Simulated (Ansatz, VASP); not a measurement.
Mg7Te in VASP and in Ansatz

```xyz
8
Lattice="6.3867 0.0000 0.0000 -3.1933 5.5310 0.0000 0.0000 0.0000 5.2866" Properties=species:S:1:pos:R:3 pbc="T T T"
Mg    0.0000    5.5112    0.0000
Mg    1.5795    2.7754    0.0000
Mg   -1.5795    2.7754    0.0000
Mg    1.6412    0.9475    2.6433
Mg    4.7455    0.9475    2.6433
Mg    3.1933    3.6359    2.6433
Mg    0.0000    3.6873    2.6433
Te    0.0000    0.0000    0.0000
```

Change from the starting cell: species swapped into the Mg7Sn type (P-6m2, No. 187).

Alike in both runs: functional PBE; k mesh 3 × 3 × 3; occupations gaussian, width 0.2 eV; no spin polarisation.

Ansatz relaxed the structure, and its values are those at the end. VASP's run is a single point on that final structure, the one shown.

```csv
,VASP,Ansatz
version,VASP 6.6.1,Ansatz 0.2.0
potentials or method,"VASP PAW PBE potentials, release 64 (Mg, Te), cutoff 600 eV","scalar-relativistic, plane waves, PAW"
valence electrons in the cell,20,86
```

```csv
,VASP,Ansatz,Ansatz less VASP
gap on the k mesh at the Fermi level (eV),none,none,-
pressure (GPa),0.0,0.1,+0.11
rms of the force components (eV/Å),0.018,0.017,-0.0007
```

A gap of «none» marks a metal or a gap that the smearing closes. VASP's potentials hold 20 valence electrons a cell and Ansatz's 86, so a difference there can come from the potentials and not from the codes.

The k mesh is coarse, so the values compare programs but aren't converged. Spin-orbit coupling is off throughout.
